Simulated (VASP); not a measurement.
# Sb (Im-3m) in VASP: further runs

The runs below take Sb through single point, with revPBE.

Everything below comes from runs of VASP 6.6.1. Logs are shortened: lines on timing, memory, paths and dates and some standing lists are left out, and cuts for length are marked.

## Step 1: The cell of the first run

The structure is cubic, space group Im-3m (No. 229). The conventional cell has a = 3.812 Å, b = 3.812 Å, c = 3.812 Å, α = 90.00°, β = 90.00°, γ = 90.00°. Within 4.3 Å of Sb (site symmetry m-3m) lie 14 Sb at 3.30 to 3.81 Å.

## Step 2: Single point, revPBE

Contents of INCAR:

```
SYSTEM = Sb
  ALGO = Normal
  EDIFF = 1E-6
  ENCUT = 520
  GGA = RE
  ISIF = 2
  ISMEAR = -1
  LASPH = .TRUE.
  LCHARG = .FALSE.
  LREAL = .FALSE.
  LWAVE = .FALSE.
  NBANDS = 8
  NELM = 80
  PREC = Accurate
  SIGMA = 0.1
```

Contents of KPOINTS:

```
k-points
0
G
  12 12 12
  0 0 0
```

Contents of POSCAR:

```
Sb
1.0
   -1.9058694391      1.9058694391      1.9058694391
    1.9058694391     -1.9058694391      1.9058694391
    1.9058694391      1.9058694391     -1.9058694391
Sb
1
Direct
    0.0000000000      0.0000000000      0.0000000000
```

Potentials or basis: VASP PAW PBE potentials, release 64 (Sb).

Command:

```
$ cat potpaw_PBE.64/Sb/POTCAR > POTCAR
$ mpirun -np 1 vasp_std > vasp.out
```

OUTCAR:

```text
SYSTEM = Sb
   EDIFF = 1E-6
   ENCUT = 520
   GGA = RE
   ISIF = 2
   ISMEAR = -1
   LASPH = .TRUE.
   LREAL = .FALSE.
   NELM = 80
   PREC = Accurate

 ion  position               nearest neighbor table
   1  0.000  0.000  0.000-

  LATTYP: Found a body centered cubic cell.
 ALAT       =     3.8117388782

  Lattice vectors:

 A1 = (  -1.9058694391,   1.9058694391,   1.9058694391)
 A2 = (   1.9058694391,  -1.9058694391,   1.9058694391)
 A3 = (   1.9058694391,   1.9058694391,  -1.9058694391)

Analysis of symmetry for initial positions (statically):
=====================================================================
 Subroutine PRICEL returns:
 Original cell was already a primitive cell.

 Routine SETGRP: Setting up the symmetry group for a
 body centered cubic supercell.

 Subroutine GETGRP returns: Found 48 space group operations
 (whereof 48 operations were pure point group operations)
 out of a pool of 48 trial point group operations.

The static configuration has the point symmetry O_h .

Analysis of symmetry for dynamics (positions and initial velocities):
=====================================================================
 Subroutine PRICEL returns:
 Original cell was already a primitive cell.

 Routine SETGRP: Setting up the symmetry group for a
 body centered cubic supercell.

 Subroutine GETGRP returns: Found 48 space group operations
 (whereof 48 operations were pure point group operations)
 out of a pool of 48 trial point group operations.

The dynamic configuration has the point symmetry O_h .

 Subroutine INISYM returns: Found 48 space group operations
 (whereof 48 operations are pure point group operations),
 and found     1 'primitive' translations

----------------------------------------------------------------------------------------

                                     Primitive cell

  volume of cell :      27.6911

  direct lattice vectors                    reciprocal lattice vectors
    -1.905869439  1.905869439  1.905869439     0.000000000  0.262347457  0.262347457
     1.905869439 -1.905869439  1.905869439     0.262347457  0.000000000  0.262347457
     1.905869439  1.905869439 -1.905869439     0.262347457  0.262347457  0.000000000

  length of vectors
     3.301062701  3.301062701  3.301062701     0.371015331  0.371015331  0.371015331

  position of ions in fractional coordinates (direct lattice)
     0.000000000  0.000000000  0.000000000

  ion indices of the primitive-cell ions
[... 75 lines left out ...]
   LREAL  =      F    real-space projection
   EDIFFG = 0.1E-04   stopping-criterion for IOM
   NSW    =      0    number of steps for IOM
   IBRION =     -1    ionic relax: 0-MD 1-quasi-New 2-CG
   NFREE  =      0    steps in history (QN), initial steepest desc. (CG)
   ISIF   =      2    stress and relaxation
   ISYM   =      2    0-nonsym 1-usesym 2-fastsym
   POTIM  = 0.5000    time-step for ionic-motion
   TEBEG  =    0.0;   TEEND  =   0.0 temperature during run
   PSTRESS=    0.0 pullay stress
   NELECT =       5.0000    total number of electrons
   NUPDOWN=      -1.0000    fix difference up-down
   EMIN   =  10.00;   EMAX   =-10.00  energy-range for DOS
   EFERMI =   0.00;   METHOD = LEGACY
   ISMEAR =    -1;   SIGMA  =   0.10  broadening in eV -4-tet -1-fermi 0-gaus
   EFERMI_NEDOS =   21; number of points for ismear=-14 and -15
   IALGO  =     38    algorithm
   IMIX   =      4    mixing-type and parameters
     AMIX     =   0.40;   BMIX     =  1.00
     AMIX_MAG =   1.60;   BMIX_MAG =  1.00
  volume/ion in A,a.u.               =      27.69       186.87
  Fermi-wavevector in a.u.,A,eV,Ry     =   0.925305  1.748573 11.649169  0.856190
  Thomas-Fermi vector in A             =   2.051145
   LORBIT       =      0    0 simple, 1 ext, 2 COOP (PROOUT), +10 PAW based schemes
   GGA     = RE    functional components
   LHFCALC =     F    Hartree Fock is set to
   AEXX    =    0.0000 exact exchange contribution
   IVDW    =     0    specifies the selected vdW correction
   LEPSILON=     F    determine dielectric tensor
   LRPA    =     F    only Hartree local field effects (RPA)
 non-spin polarized calculation
  energy-cutoff  :      520.00
  volume of cell :       27.69
 maximum number of plane-waves:       767
 NGX is ok and might be reduce to    28
   NGX = 13   NGY = 13   NGZ = 13

 number of electron       5.0000000 magnetization

 Free energy of the ion-electron system (eV)
  ---------------------------------------------------
  ext. energy  EPLUGINS =         0.00000000
  ---------------------------------------------------
  free energy    TOTEN  =        -3.60023033 eV

  energy without entropy =       -3.58301876  energy(sigma->0) =       -3.59162455

 E-fermi :   8.1746     XC(G=0): -10.0782

 val. band max:        8.1739445832   @ k =  -0.4167   0.5000   0.0833
 cond. band min:       8.2925623463   @ k =   0.4167   0.0833   0.0833
 fundamental gap:      0.1186177630
 Fermi energy:         8.1746028645

 k-point     1 :       0.0000    0.0000    0.0000
  band No.  band energies     occupation
      1      -4.4576      2.00000
      2      13.4558      0.00000
      3      13.4558      0.00000
      4      13.4558      0.00000
      5      18.5700      0.00000
      6      18.5700      0.00000
      7      18.5700      0.00000
      8      19.8969      0.00000
[... 243 lines left out ...]
 k-point    24 :       0.4167    0.0833    0.0833
  band No.  band energies     occupation
      1      -0.3951      2.00000
      2       3.0546      2.00000
      3       8.2926      0.47025
      4       9.9870      0.00000
      5      16.5337      0.00000
      6      17.1416      0.00000
      7      22.1502      0.00000
      8      23.1552      0.00000

 [... further k-points ...]

------------------------ aborting loop because EDIFF is reached ----------------------------------------

  FORCE on cell =-STRESS in cart. coord.  units (eV):
  Direction    XX          YY          ZZ          XY          YZ          ZX
  --------------------------------------------------------------------------------------
  -------------------------------------------------------------------------------------
  Total       -0.0332657     -0.0332657     -0.0332657      0.0000000      0.0000000      0.0000000
  in kB       -1.9247188     -1.9247188     -1.9247188      0.0000000      0.0000000      0.0000000
  external PRESSURE =      -1.9247188 kB  Pullay stress =       0.0000000 kB

 VOLUME and BASIS-vectors are now :
 -----------------------------------------------------------------------------
  energy-cutoff  :      520.00
  volume of cell :       27.69
      direct lattice vectors                 reciprocal lattice vectors
    -1.905869439  1.905869439  1.905869439     0.000000000  0.262347457  0.262347457
     1.905869439 -1.905869439  1.905869439     0.262347457  0.000000000  0.262347457
     1.905869439  1.905869439 -1.905869439     0.262347457  0.262347457  0.000000000

 POSITION                                       TOTAL-FORCE (eV/Angst)
 -----------------------------------------------------------------------------------
      0.00000      0.00000      0.00000         0.000000      0.000000     -0.000000
 -----------------------------------------------------------------------------------
    total drift:                               -0.000000      0.000000     -0.000000

  FREE ENERGIE OF THE ION-ELECTRON SYSTEM (eV)
  ---------------------------------------------------
  free  energy   TOTEN  =        -3.6002303341 eV

  energy  without entropy=       -3.5830187620  energy(sigma->0) =       -3.59162455
```

It took 15 s on 1 thread of AMD EPYC 7R43 (Zen 3), shared host; peak memory 0.13 GiB.

Results:

```yaml
Free_energy: -3.6002 eV
Pressure: -0.2 GPa
```

Caveat: the PAW data sets were made with another functional, which shifts forces and pressure a little; spin-orbit coupling is left out, which moves the levels of the heavy elements.

## Step 3: Single point, revPBE (volume scaled by 0.88)

Contents of INCAR:

```
SYSTEM = Sb
PREC = Accurate
ENCUT = 520
EDIFF = 1E-6
ISMEAR = -1
SIGMA = 0.1
LREAL = .False.
LASPH = .True.
NELM = 100
ALGO = Normal
ISIF = 2
LWAVE = .False.
LCHARG = .False.
GGA = RE
NBANDS = 8
```

Contents of KPOINTS:

```
regular mesh
0
Gamma
  13 13 13
  0 0 0
```

Contents of POSCAR:

```
Sb
1.0
   -1.8263641351      1.8263641351      1.8263641351
    1.8263641351     -1.8263641351      1.8263641351
    1.8263641351      1.8263641351     -1.8263641351
Sb
1
Direct
    0.0000000000      0.0000000000      0.0000000000
```

Potentials or basis: VASP PAW PBE potentials, release 64 (Sb).

Command:

```
$ cat potpaw_PBE.64/Sb/POTCAR > POTCAR
$ mpirun -np 1 vasp_std > vasp.out
```

OUTCAR:

```text
SYSTEM = Sb
   PREC = Accurate
   ENCUT = 520
   EDIFF = 1E-6
   ISMEAR = -1
   LREAL = .False.
   LASPH = .True.
   NELM = 100
   ISIF = 2
   GGA = RE

 ion  position               nearest neighbor table
   1  0.000  0.000  0.000-

  LATTYP: Found a body centered cubic cell.
 ALAT       =     3.6527282702

  Lattice vectors:

 A1 = (  -1.8263641351,   1.8263641351,   1.8263641351)
 A2 = (   1.8263641351,  -1.8263641351,   1.8263641351)
 A3 = (   1.8263641351,   1.8263641351,  -1.8263641351)

Analysis of symmetry for initial positions (statically):
[... 432 lines left out ...]
      1      -1.3617      2.00000
      2       7.8928      2.00000
      3      11.3436      0.00000
      4      12.7135      0.00000
      5      19.2699      0.00000
      6      19.5608      0.00000
      7      22.4671      0.00000
      8      23.3777      0.00000

 [... further k-points ...]
[... 5 lines left out ...]
  --------------------------------------------------------------------------------------
  -------------------------------------------------------------------------------------
  Total        1.3959737      1.3959737      1.3959737      0.0000000      0.0000000      0.0000000
  in kB       91.7837333     91.7837333     91.7837333      0.0000000      0.0000000      0.0000000
  external PRESSURE =      91.7837333 kB  Pullay stress =       0.0000000 kB

 VOLUME and BASIS-vectors are now :
 -----------------------------------------------------------------------------
  energy-cutoff  :      520.00
  volume of cell :       24.37
      direct lattice vectors                 reciprocal lattice vectors
    -1.826364135  1.826364135  1.826364135     0.000000000  0.273767969  0.273767969
     1.826364135 -1.826364135  1.826364135     0.273767969  0.000000000  0.273767969
     1.826364135  1.826364135 -1.826364135     0.273767969  0.273767969  0.000000000

 POSITION                                       TOTAL-FORCE (eV/Angst)
 -----------------------------------------------------------------------------------
      0.00000      0.00000      0.00000        -0.000000      0.000000      0.000000
 -----------------------------------------------------------------------------------
    total drift:                                0.000000     -0.000000     -0.000000

  FREE ENERGIE OF THE ION-ELECTRON SYSTEM (eV)
  ---------------------------------------------------
  free  energy   TOTEN  =        -3.5095909395 eV

  energy  without entropy=       -3.4911289095  energy(sigma->0) =       -3.50035992
```

OSZICAR:

```text
N       E                     dE             d eps       ncg     rms          rms(c)
DAV:   1     0.550343948025E+01    0.55034E+01   -0.16434E+03  1352   0.409E+02
DAV:   2    -0.342652901163E+01   -0.89300E+01   -0.85633E+01  1992   0.540E+01
DAV:   3    -0.351237479677E+01   -0.85846E-01   -0.85713E-01  1552   0.597E+00
DAV:   4    -0.351263649837E+01   -0.26170E-03   -0.26170E-03  2080   0.394E-01
DAV:   5    -0.351263699040E+01   -0.49203E-06   -0.49220E-06  1696   0.112E-02    0.217E+00
DAV:   6    -0.351067785386E+01    0.19591E-02   -0.14634E-03  1696   0.222E-01    0.126E+00
DAV:   7    -0.350957249606E+01    0.11054E-02   -0.33901E-03  1688   0.332E-01    0.629E-02
DAV:   8    -0.350959002403E+01   -0.17528E-04   -0.57139E-05  1800   0.585E-02    0.594E-03
DAV:   9    -0.350959093950E+01   -0.91547E-06   -0.95378E-07  1896   0.723E-03
   1 F= -.35095909E+01 E0= -.35003599E+01  d E =-.184620E-01
```

Run time: 13 s. Hardware: 1 thread of AMD EPYC 7R43 (Zen 3), shared host; peak memory 0.11 GiB.

What came out:

- Free energy: -3.5096 eV
- Pressure: 9.2 GPa

Levels at points of the mesh, in eV from the Fermi level:
```tsv
k point	band 1	band 2	band 3	band 4	band 5	band 6	band 7
(0.00, 0.00, 0.00)	-13.64	6.36	6.36	6.36	10.92	10.92	10.92
```

Caveat: the PAW data sets were made with another functional, which shifts forces and pressure a little; spin-orbit coupling is left out, which moves the levels of the heavy elements.
